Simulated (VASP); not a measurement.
## C: single point with PBEsol

The system is C.

```
C
1.0
     2.49913    0.00000    0.00000
    -1.24957    2.16431    0.00000
     0.00000    0.00000    4.11898
C
4
Direct
  0.33333 0.66667 0.99974
  0.66667 0.33333 0.49974
  0.33333 0.66667 0.37426
  0.66667 0.33333 0.87426
```

This cell differs from its parent crystal: strained cell.

| Quantity | Value |
| --- | --- |
| Program | VASP 6.6.1 |
| Task | single point |
| Functional | PBEsol |
| Potentials or basis | VASP PAW PBE potentials, release 64 (C) |
| Cutoff | 520 eV |
| k mesh | 9 × 9 × 6 |
| Occupations | gaussian, width 0.02 eV |
| Spin | no spin polarisation |
| Dipole correction | no |
| Further INCAR settings | ALGO = Normal; EDIFF = 1e-06; NBANDS = 16 |

```yaml
Pressure: 5.8 GPa
Band_gap_on_the_k_mesh: 3.03 eV, indirect (least direct gap 4.81 eV)
```

Forces in eV/Å, atoms in the order of the input:
```
C    0.000  0.000  0.002
C    0.000  0.000  0.002
C    0.000  0.000 -0.002
C    0.000  0.000 -0.002
```

Stress tensor (GPa, compression positive):
```
 1.18  0.00  0.00
 0.00  1.18  0.00
 0.00  0.00 15.03
```

Levels at points of the mesh, in eV from the valence-band top:
```csv
k point,band 6,band 7,band 8,band 9,band 10,band 11
"(0.00, 0.00, 0.00)",-0.51,0.00,0.00,4.81,4.81,5.60
"(0.00, 0.00, 0.50)",-1.97,-1.97,-1.97,7.19,7.19,7.19
```

It took 7.1 s on 1 thread of AMD EPYC 9R45 96-Core Processor (Zen 5), with other jobs on the host, peak memory 0.1 GiB.

Caveat: the cell differs from its parent crystal (strained cell); the PAW data sets were made with another functional, which shifts forces and pressure a little. A k mesh can miss the band edges.
